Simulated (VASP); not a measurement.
# Ir (Fm-3m) in VASP: a series of runs

Runs on Ir. Level: LDA. Tasks: single point.

Everything below comes from runs of VASP 6.6.1. Logs are shortened: lines on timing, memory, paths and dates and some standing lists are left out, and cuts for length are marked.

## 1. The cell of the first run

Symmetry: Fm-3m, No. 225, cubic system. Conventional cell: a = 3.811 Å, b = 3.811 Å, c = 3.811 Å, α = 90.00°, β = 90.00°, γ = 90.00°. Within 3.6 Å of Ir (site symmetry m-3m) lie 12 Ir at 2.69 Å.

## 2. Single point, LDA

File INCAR:

```
SYSTEM = Ir
ALGO = Normal ; EDIFF = 1E-6
ENCUT = 500 ; GGA_COMPAT = .False.
ISIF = 2 ; ISMEAR = 1
LASPH = .True. ; LCHARG = .True.
LELF = .True. ; LREAL = .False.
LVHAR = .True. ; LWAVE = .False.
NBANDS = 14 ; NELM = 120
PREC = Accurate ; SIGMA = 0.1
```

File KPOINTS:

```
k-points
0
Gamma
  22 22 22
  0 0 0
```

File POSCAR:

```
Ir
1.0
    0.0000000000      1.9054655922      1.9054655922
    1.9054655922      0.0000000000      1.9054655922
    1.9054655922      1.9054655922      0.0000000000
Ir
1
Direct
    0.0000000000      0.0000000000      0.0000000000
```

Potentials or basis: VASP PAW LDA potentials, release 64 (Ir_sv_GW).

On the command line:

```console
> cat potpaw_LDA.64/Ir_sv_GW/POTCAR > POTCAR
> mpirun -np 1 vasp_std > vasp.out
```

OUTCAR:

```text
SYSTEM = Ir
   EDIFF = 1E-6
   ENCUT = 500
   ISIF = 2
   ISMEAR = 1
   LASPH = .True.
   LREAL = .False.
   NELM = 120
   PREC = Accurate

 ion  position               nearest neighbor table
   1  0.000  0.000  0.000-

  LATTYP: Found a face centered cubic cell.
 ALAT       =     3.8109311844

  Lattice vectors:

 A1 = (   0.0000000000,   1.9054655922,   1.9054655922)
 A2 = (   1.9054655922,   0.0000000000,   1.9054655922)
 A3 = (   1.9054655922,   1.9054655922,   0.0000000000)

Analysis of symmetry for initial positions (statically):
=====================================================================
 Subroutine PRICEL returns:
 Original cell was already a primitive cell.

 Routine SETGRP: Setting up the symmetry group for a
 face centered cubic supercell.

 Subroutine GETGRP returns: Found 48 space group operations
 (whereof 48 operations were pure point group operations)
 out of a pool of 48 trial point group operations.

The static configuration has the point symmetry O_h .

Analysis of symmetry for dynamics (positions and initial velocities):
=====================================================================
 Subroutine PRICEL returns:
 Original cell was already a primitive cell.

 Routine SETGRP: Setting up the symmetry group for a
 face centered cubic supercell.

 Subroutine GETGRP returns: Found 48 space group operations
 (whereof 48 operations were pure point group operations)
 out of a pool of 48 trial point group operations.

The dynamic configuration has the point symmetry O_h .

 Subroutine INISYM returns: Found 48 space group operations
 (whereof 48 operations are pure point group operations),
 and found     1 'primitive' translations

----------------------------------------------------------------------------------------

                                     Primitive cell

  volume of cell :      13.8367

  direct lattice vectors                    reciprocal lattice vectors
     0.000000000  1.905465592  1.905465592    -0.262403059  0.262403059  0.262403059
     1.905465592  0.000000000  1.905465592     0.262403059 -0.262403059  0.262403059
     1.905465592  1.905465592  0.000000000     0.262403059  0.262403059 -0.262403059

  length of vectors
     2.694735283  2.694735283  2.694735283     0.454495430  0.454495430  0.454495430

  position of ions in fractional coordinates (direct lattice)
     0.000000000  0.000000000  0.000000000

  ion indices of the primitive-cell ions
   primitive index   ion index
                 1           1

----------------------------------------------------------------------------------------

 KPOINTS: k-points

Automatic generation of k-mesh.
 Grid dimensions read from file:
 generate k-points for:   22   22   22

 Generating k-lattice:

  Cartesian coordinates                     Fractional coordinates (reciprocal lattice)
    -0.011927412  0.011927412  0.011927412     0.045454545  0.000000000  0.000000000
     0.011927412 -0.011927412  0.011927412     0.000000000  0.045454545  0.000000000
     0.011927412  0.011927412 -0.011927412     0.000000000  0.000000000  0.045454545

  Length of vectors
     0.020658883  0.020658883  0.020658883

  Shift w.r.t. Gamma in fractional coordinates (k-lattice)
     0.000000000  0.000000000  0.000000000

 Subroutine IBZKPT returns following result:
 ===========================================

 Found    328 irreducible k-points:

 Following reciprocal coordinates:
            Coordinates               Weight
  0.000000  0.000000  0.000000      1.000000
  0.045455  0.000000  0.000000      8.000000
  0.090909  0.000000  0.000000      8.000000
  0.136364  0.000000  0.000000      8.000000
  0.181818  0.000000  0.000000      8.000000
  0.227273  0.000000  0.000000      8.000000
[... 16 lines left out ...]
  0.500000  0.045455  0.000000     24.000000
 -0.454545  0.045455  0.000000     24.000000
 [... further k-points ...]
   k-points           NKPTS =    328   k-points in BZ     NKDIM =    328   number of bands    NBANDS=     14
   number of dos      NEDOS =    301   number of ions     NIONS =      1
   total plane-waves  NPLWV =   8000
   dimension x,y,z NGX =    20 NGY =   20 NGZ =   20
   dimension x,y,z NGXF=    40 NGYF=   40 NGZF=   40
   ions per type =               1
   NGX,Y,Z   is equivalent  to a cutoff of  12.34, 12.34, 12.34 a.u.
   NGXF,Y,Z  is equivalent  to a cutoff of  24.68, 24.68, 24.68 a.u.
 SYSTEM =  Ir
   PREC   = accura    normal or accurate (medium, high low for compatibility)
   ISTART =      0    job   : 0-new  1-cont  2-samecut
   ICHARG =      2    charge: 1-file 2-atom 10-const
   ISPIN  =      1    spin polarized calculation?
   LNONCOLLINEAR =      F non collinear calculations
   LSORBIT =      F    spin-orbit coupling
   LASPH  =      T    aspherical Exc in radial PAW
   ENCUT  =  500.0 eV  36.75 Ry    6.06 a.u.   4.91  4.91  4.91*2*pi/ulx,y,z
   NELM   =    120;   NELMIN=  2; NELMDL= -5     # of ELM steps
   EDIFF  = 0.1E-05   stopping-criterion for ELM
   LREAL  =      F    real-space projection
   EDIFFG = 0.1E-04   stopping-criterion for IOM
   NSW    =      0    number of steps for IOM
   IBRION =     -1    ionic relax: 0-MD 1-quasi-New 2-CG
   NFREE  =      0    steps in history (QN), initial steepest desc. (CG)
   ISIF   =      2    stress and relaxation
   ISYM   =      2    0-nonsym 1-usesym 2-fastsym
   POTIM  = 0.5000    time-step for ionic-motion
   TEBEG  =    0.0;   TEEND  =   0.0 temperature during run
   PSTRESS=    0.0 pullay stress
   NELECT =      17.0000    total number of electrons
   NUPDOWN=      -1.0000    fix difference up-down
   EMIN   =  10.00;   EMAX   =-10.00  energy-range for DOS
   EFERMI =   0.00;   METHOD = LEGACY
   ISMEAR =     1;   SIGMA  =   0.10  broadening in eV -4-tet -1-fermi 0-gaus
   EFERMI_NEDOS =   21; number of points for ismear=-14 and -15
   IALGO  =     38    algorithm
   IMIX   =      4    mixing-type and parameters
     AMIX     =   0.40;   BMIX     =  1.00
     AMIX_MAG =   1.60;   BMIX_MAG =  1.00
  volume/ion in A,a.u.               =      13.84        93.37
  Fermi-wavevector in a.u.,A,eV,Ry     =   1.753396  3.313438 41.829721  3.074398
  Thomas-Fermi vector in A             =   2.823540
   LORBIT       =      0    0 simple, 1 ext, 2 COOP (PROOUT), +10 PAW based schemes
   GGA     = CA    functional components
   LHFCALC =     F    Hartree Fock is set to
   AEXX    =    0.0000 exact exchange contribution
   IVDW    =     0    specifies the selected vdW correction
   LEPSILON=     F    determine dielectric tensor
   LRPA    =     F    only Hartree local field effects (RPA)
 non-spin polarized calculation
 Methfessel and Paxton  Order N= 1 SIGMA  =   0.10
  energy-cutoff  :      500.00
  volume of cell :       13.84
 maximum number of plane-waves:       365
   NGX =  9   NGY =  9   NGZ =  9

 number of electron      17.0000000 magnetization

 Free energy of the ion-electron system (eV)
  ---------------------------------------------------
  ext. energy  EPLUGINS =         0.00000000
  ---------------------------------------------------
  free energy    TOTEN  =       -10.89635338 eV

  energy without entropy =      -10.89611902  energy(sigma->0) =      -10.89627526

 E-fermi :  13.0669     XC(G=0): -14.9271

 val. band max:       13.0664357118   @ k =  -0.1818   0.1364   0.0455
 cond. band min:      13.0731227559   @ k =   0.3636   0.1818   0.0000
 fundamental gap:      0.0066870442
 Fermi energy:        13.0669227820

 k-point     1 :       0.0000    0.0000    0.0000
  band No.  band energies     occupation
      1     -79.4868      2.00000
      2     -36.1505      2.00000
      3     -36.1505      2.00000
      4     -36.1505      2.00000
      5       1.7783      2.00000
      6       9.0539      2.00000
      7       9.0539      2.00000
      8       9.0539      2.00000
      9      11.8715      2.00000
     10      11.8715      2.00000
     11      26.6779      0.00000
     12      32.2754      0.00000
     13      32.2754      0.00000
     14      32.2754      0.00000

 k-point     2 :       0.0455    0.0000    0.0000
  band No.  band energies     occupation
      1     -79.4851      2.00000
      2     -36.1685      2.00000
      3     -36.1527      2.00000
      4     -36.1527      2.00000
      5       1.8737      2.00000
      6       9.0016      2.00000
      7       9.0958      2.00000
      8       9.0958      2.00000
      9      11.8428      2.00000
     10      11.8428      2.00000
     11      26.8464      0.00000
     12      31.8293      0.00000
     13      32.4367      0.00000
     14      32.4367      0.00000

 k-point     3 :       0.0909    0.0000    0.0000
  band No.  band energies     occupation
      1     -79.4808      2.00000
      2     -36.2216      2.00000
      3     -36.1599      2.00000
      4     -36.1599      2.00000
      5       2.1530      2.00000
      6       8.8601      2.00000
      7       9.2109      2.00000
      8       9.2109      2.00000
      9      11.7717      2.00000
     10      11.7717      2.00000
     11      27.3250      0.00000
     12      30.8266      0.00000
     13      32.9118      0.00000
     14      32.9118      0.00000
[... 324 lines left out ...]
 k-point    23 :       0.5000    0.0455    0.0000
  band No.  band energies     occupation
      1     -79.4122      2.00000
      2     -37.0084      2.00000
      3     -36.2832      2.00000
      4     -36.2759      2.00000
      5       4.8388      2.00000
      6       8.8779      2.00000
      7       9.0292      2.00000
      8      11.8881      2.00000
      9      14.0501     -0.00000
     10      14.4708     -0.00000
     11      20.6249      0.00000
     12      26.5308      0.00000
     13      32.2820      0.00000
     14      32.3045      0.00000

 k-point    24 :      -0.4545    0.0455    0.0000
  band No.  band energies     occupation
      1     -79.4128      2.00000
      2     -37.0029      2.00000
      3     -36.2856      2.00000
      4     -36.2723      2.00000
      5       4.8419      2.00000
      6       8.8978      2.00000
      7       9.0284      2.00000
      8      11.8030      2.00000
      9      13.9024     -0.00000
     10      14.4992     -0.00000
     11      20.7859      0.00000
     12      26.5737      0.00000
     13      32.1711      0.00000
     14      32.5804      0.00000

 [... further k-points ...]
[... 5 lines left out ...]
  --------------------------------------------------------------------------------------
  -------------------------------------------------------------------------------------
  Total       -0.1483682     -0.1483682     -0.1483682      0.0000000      0.0000000     -0.0000000
  in kB      -17.1797949    -17.1797949    -17.1797949      0.0000000      0.0000000     -0.0000000
  external PRESSURE =     -17.1797949 kB  Pullay stress =       0.0000000 kB

 VOLUME and BASIS-vectors are now :
 -----------------------------------------------------------------------------
  energy-cutoff  :      500.00
  volume of cell :       13.84
      direct lattice vectors                 reciprocal lattice vectors
     0.000000000  1.905465592  1.905465592    -0.262403059  0.262403059  0.262403059
     1.905465592  0.000000000  1.905465592     0.262403059 -0.262403059  0.262403059
     1.905465592  1.905465592  0.000000000     0.262403059  0.262403059 -0.262403059

 POSITION                                       TOTAL-FORCE (eV/Angst)
 -----------------------------------------------------------------------------------
      0.00000      0.00000      0.00000        -0.000000     -0.000000      0.000000
 -----------------------------------------------------------------------------------
    total drift:                                0.000000      0.000000     -0.000000

  FREE ENERGIE OF THE ION-ELECTRON SYSTEM (eV)
  ---------------------------------------------------
  free  energy   TOTEN  =       -10.8963533844 eV

  energy  without entropy=      -10.8961190207  energy(sigma->0) =      -10.89627526
```

Run time: 22 s. Hardware: 1 thread of Intel Xeon 6975P-C (Granite Rapids), shared host; peak memory 0.18 GiB.

Results:

```
Free energy            : -10.8964 eV
Pressure               : -1.7 GPa
Band gap on the k mesh : zero (an odd number of electrons rules out a gap without spin polarisation)
```

Caveat: spin-orbit coupling is left out, which moves the levels of the heavy elements.

## 3. Single point, LDA

INCAR is that of step 2.

KPOINTS is that of step 2.

POSCAR is that of step 2.

Potentials or basis: VASP PAW LDA potentials, release 64 (Ir_sv_GW).

On the command line:

```console
> cat potpaw_LDA.64/Ir_sv_GW/POTCAR > POTCAR
> mpirun -np 1 vasp_std > vasp.out
```

OUTCAR:

```text
SYSTEM = Ir
   EDIFF = 1E-6
   ENCUT = 500
   ISIF = 2
   ISMEAR = 1
   LASPH = .True.
   LREAL = .False.
   NELM = 120
   PREC = Accurate

 ion  position               nearest neighbor table
   1  0.000  0.000  0.000-

  LATTYP: Found a face centered cubic cell.
 ALAT       =     3.8109311844

  Lattice vectors:

 A1 = (   0.0000000000,   1.9054655922,   1.9054655922)
 A2 = (   1.9054655922,   0.0000000000,   1.9054655922)
 A3 = (   1.9054655922,   1.9054655922,   0.0000000000)

Analysis of symmetry for initial positions (statically):
=====================================================================
 Subroutine PRICEL returns:
 Original cell was already a primitive cell.

 Routine SETGRP: Setting up the symmetry group for a
 face centered cubic supercell.

 Subroutine GETGRP returns: Found 48 space group operations
 (whereof 48 operations were pure point group operations)
 out of a pool of 48 trial point group operations.

The static configuration has the point symmetry O_h .

Analysis of symmetry for dynamics (positions and initial velocities):
=====================================================================
 Subroutine PRICEL returns:
 Original cell was already a primitive cell.

[... 160 lines left out ...]
 k-point     1 :       0.0000    0.0000    0.0000
  band No.  band energies     occupation
      1     -79.4868      2.00000
      2     -36.1505      2.00000
      3     -36.1505      2.00000
      4     -36.1505      2.00000
      5       1.7783      2.00000
      6       9.0539      2.00000
      7       9.0539      2.00000
      8       9.0539      2.00000
      9      11.8715      2.00000
     10      11.8715      2.00000
     11      26.6779      0.00000
     12      32.2754      0.00000
     13      32.2754      0.00000
     14      32.2754      0.00000
[... 377 lines left out ...]
      1     -79.4128      2.00000
      2     -37.0029      2.00000
      3     -36.2856      2.00000
      4     -36.2723      2.00000
      5       4.8419      2.00000
      6       8.8978      2.00000
      7       9.0284      2.00000
      8      11.8030      2.00000
      9      13.9024     -0.00000
     10      14.4992     -0.00000
     11      20.7859      0.00000
     12      26.5737      0.00000
     13      32.1711      0.00000
     14      32.5804      0.00000

 [... further k-points ...]
[... 5 lines left out ...]
  --------------------------------------------------------------------------------------
  -------------------------------------------------------------------------------------
  Total       -0.1483681     -0.1483681     -0.1483681      0.0000000      0.0000000      0.0000000
  in kB      -17.1797912    -17.1797912    -17.1797912      0.0000000      0.0000000      0.0000000
  external PRESSURE =     -17.1797912 kB  Pullay stress =       0.0000000 kB

 VOLUME and BASIS-vectors are now :
 -----------------------------------------------------------------------------
  energy-cutoff  :      500.00
  volume of cell :       13.84
      direct lattice vectors                 reciprocal lattice vectors
     0.000000000  1.905465592  1.905465592    -0.262403059  0.262403059  0.262403059
     1.905465592  0.000000000  1.905465592     0.262403059 -0.262403059  0.262403059
     1.905465592  1.905465592  0.000000000     0.262403059  0.262403059 -0.262403059

 POSITION                                       TOTAL-FORCE (eV/Angst)
 -----------------------------------------------------------------------------------
      0.00000      0.00000      0.00000         0.000000     -0.000000      0.000000
 -----------------------------------------------------------------------------------
    total drift:                               -0.000000     -0.000000      0.000000

  FREE ENERGIE OF THE ION-ELECTRON SYSTEM (eV)
  ---------------------------------------------------
  free  energy   TOTEN  =       -10.8963533864 eV

  energy  without entropy=      -10.8961190226  energy(sigma->0) =      -10.89627527
```

OSZICAR:

```text
N       E                     dE             d eps       ncg     rms          rms(c)
DAV:   1     0.100844027892E+03    0.10084E+03   -0.11207E+04  9562   0.123E+03
DAV:   2    -0.107133236029E+02   -0.11156E+03   -0.10698E+03 11602   0.377E+02
DAV:   3    -0.121091733939E+02   -0.13958E+01   -0.13927E+01 10120   0.395E+01
DAV:   4    -0.121110601314E+02   -0.18867E-02   -0.18867E-02 10894   0.175E+00
DAV:   5    -0.121110636003E+02   -0.34689E-05   -0.34685E-05 10102   0.698E-02    0.729E+01
DAV:   6    -0.110067858319E+02    0.11043E+01   -0.14501E+00  9610   0.127E+01    0.393E+01
DAV:   7    -0.109145668362E+02    0.92219E-01   -0.40516E-01 10432   0.619E+00    0.730E+00
DAV:   8    -0.108965304531E+02    0.18036E-01   -0.64524E-02  9292   0.315E+00    0.594E-01
DAV:   9    -0.108964699174E+02    0.60536E-04   -0.64929E-04 10360   0.303E-01    0.257E-01
DAV:  10    -0.108963556464E+02    0.11427E-03   -0.21323E-04 10018   0.208E-01    0.120E-01
DAV:  11    -0.108963533836E+02    0.22628E-05   -0.57643E-06 10426   0.312E-02    0.312E-02
DAV:  12    -0.108963533864E+02   -0.28035E-08   -0.17250E-07  4892   0.457E-03
   1 F= -.10896353E+02 E0= -.10896275E+02  d E =-.234364E-03
```

stdout:

```text
POSCAR found type information on POSCAR Ir
 POSCAR found :  1 types and       1 ions
 scaLAPACK will be used
 LDA part: xc-table for (Slater(with rela. corr.)+CA(PZ))
 , standard interpolation
 POSCAR, INCAR and KPOINTS ok, starting setup
 FFT: planning ... GRIDC
 FFT: planning ... GRID_SOFT
 FFT: planning ... GRID
 WAVECAR not read
 entering main loop
```

Wall time 42 s (1 thread of AMD EPYC 7R13 (Zen 3), shared host); peak memory 0.14 GiB.

What came out:

```
Free energy            : -10.8964 eV
Pressure               : -1.7 GPa
Band gap on the k mesh : zero (an odd number of electrons rules out a gap without spin polarisation)
```

Levels at points of the mesh, in eV from the Fermi level:
| k point | band 6 | band 7 | band 8 | band 9 | band 10 | band 11 |
| --- | --- | --- | --- | --- | --- | --- |
| (0.00, 0.00, 0.00) | -4.01 | -4.01 | -4.01 | -1.20 | -1.20 | 13.61 |
| (0.50, 0.00, 0.00) | -4.11 | -4.11 | -0.72 | 0.98 | 0.98 | 7.55 |
| (0.50, 0.50, 0.00) | -7.57 | 0.96 | 1.57 | 1.57 | 1.77 | 10.90 |

Caveat: spin-orbit coupling is left out, which moves the levels of the heavy elements.
